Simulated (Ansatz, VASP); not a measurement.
# GaP in VASP and in Ansatz

```
Ga P
1.0
    -2.75299    2.75299    0.00000
     0.00000    0.00000    5.50598
     2.75299    2.75299    0.00000
Ga P
2 2
Direct
  0.00000 0.00000 0.00000
  0.50000 0.50000 0.50000
  0.00000 0.25000 0.50000
  0.50000 0.75000 0.00000
```

Alike in both runs: task single point; functional PBE; k mesh 8 × 6 × 8; occupations fermi-dirac, width 0.02 eV; no spin polarisation.

|  | VASP | Ansatz |
| --- | --- | --- |
| version | VASP 6.6.1 | Ansatz 0.2.0 |
| potentials or method | VASP PAW PBE potentials, release 64 (Ga_d, P), cutoff 520 eV | all-electron LAPW, scalar-relativistic |

```tsv
	VASP	Ansatz	Ansatz less VASP
gap on the k mesh at the Fermi level (eV)	1.58	1.58	+0.005
pressure (GPa)	0.0	0.0	-0.01
```

Ansatz ran all-electron here, and VASP with PAW potentials.
